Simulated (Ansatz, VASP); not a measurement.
**WS2 in VASP and in Ansatz**

```
W S
1.0
     3.18000    0.00000    0.00000
    -1.59000    2.75396    0.00000
     0.00000    0.00000   12.50000
W S
2 4
Direct
  0.33333 0.66667 0.25000
  0.66667 0.33333 0.75000
  0.33333 0.66667 0.62500
  0.33333 0.66667 0.87500
  0.66667 0.33333 0.12500
  0.66667 0.33333 0.37500
```

Alike in both runs: task single point; functional PBE; k mesh 9 × 9 × 2; no spin polarisation.

|  | VASP | Ansatz |
| --- | --- | --- |
| version | VASP 6.6.1 | Ansatz 0.2.0 |
| potentials or method | VASP PAW PBE potentials, release 64 (W_sv, S), cutoff 500 eV | plane waves, PAW |
| occupations | methfessel-paxton of order 1, width 0.1 eV | cold, width 0.1 eV |
| valence electrons in the cell | 52 | 52 |

```csv
,VASP,Ansatz,Ansatz less VASP
gap on the k mesh at the Fermi level (eV),1.16,1.14,-0.015
```

Spin-orbit coupling is off throughout.
